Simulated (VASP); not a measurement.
Write the native input for VASP 6.6.1 that does the following.

```
Task                   : relaxation of cell and atoms
Functional             : PBE
Potentials or basis    : VASP PAW PBE potentials, release 64 (Be, Zn, Se)
Cutoff                 : 600 eV
k mesh                 : 4 × 4 × 4
Occupations            : gaussian, width 0.2 eV
Spin                   : no spin polarisation
Dipole correction      : no
Further INCAR settings : ALGO = Normal; EDIFF = 1e-07; IBRION = 2; EDIFFG = -0.08; NSW = 36; ISIF = 3
```

The structure of Be4ZnSe lies in POSCAR:

```
Be4ZnSe
1.0
    4.2524793000      0.0000000000      0.0000000000
   -2.1262396500      3.6827551100      0.0000000000
    0.0000000000      0.0000000000      4.4368331800
Be Zn Se
4 1 1
Direct
    0.6666666700      0.3333333300      0.0000000000
    0.0000000000      0.0000000000      0.0000000000
    0.3333333300      0.6666666700      0.5000000000
    0.3333333300      0.6666666700      0.0000000000
    0.0000000000      0.0000000000      0.5000000000
    0.6666666700      0.3333333300      0.5000000000
```

The cell was generated, and may not be a known phase.

These files were run (other wordings do the same):

INCAR

```
PREC = Accurate
ENCUT = 600
EDIFF = 1E-7
ISMEAR = 0
SIGMA = 0.2
LREAL = False
LASPH = True
NELM = 120
ALGO = Normal
ISIF = 3
LWAVE = False
LCHARG = False
GGA = PE
IBRION = 2
NSW = 36
EDIFFG = -0.08
GGA_COMPAT = False
NELMIN = 4
```

KPOINTS

```
Automatic mesh
0
Gamma
  4 4 4
```

Potentials or basis: VASP PAW PBE potentials, release 64 (Be, Zn, Se).

Launch:

```console
$ cat potpaw_PBE.64/Be/POTCAR potpaw_PBE.64/Zn/POTCAR potpaw_PBE.64/Se/POTCAR > POTCAR
$ mpirun -np 1 vasp_std > vasp.out
```

Results of the run:

```
Relaxed volume                        : 13.85 Å³/atom
Relaxed cell                          : a = 4.164 Å, b = 4.164 Å, c = 5.534 Å, α = 90.00°, β = 90.00°, γ = 120.00°
Space group after relaxing (to 0.1 Å) : P-6m2 (No. 187)
Energy gained by relaxing             : 158.7 meV/atom
Ionic steps                           : 10
Pressure after relaxing               : 0.0 GPa
Band gap on the k mesh                : zero (bands 13 and 14 overlap by 0.83 eV)
```

Caveat: the k points lie up to 0.44 Å⁻¹ apart in the final cell, too coarse for converged energies and pressures of a metal; the volume moved by over 15 % at a fixed basis, so the end points are rough.

It took 66 s on 1 thread of Intel(R) Xeon(R) 6975P-C (Granite Rapids) (shared host), peak memory 0.23 GiB.
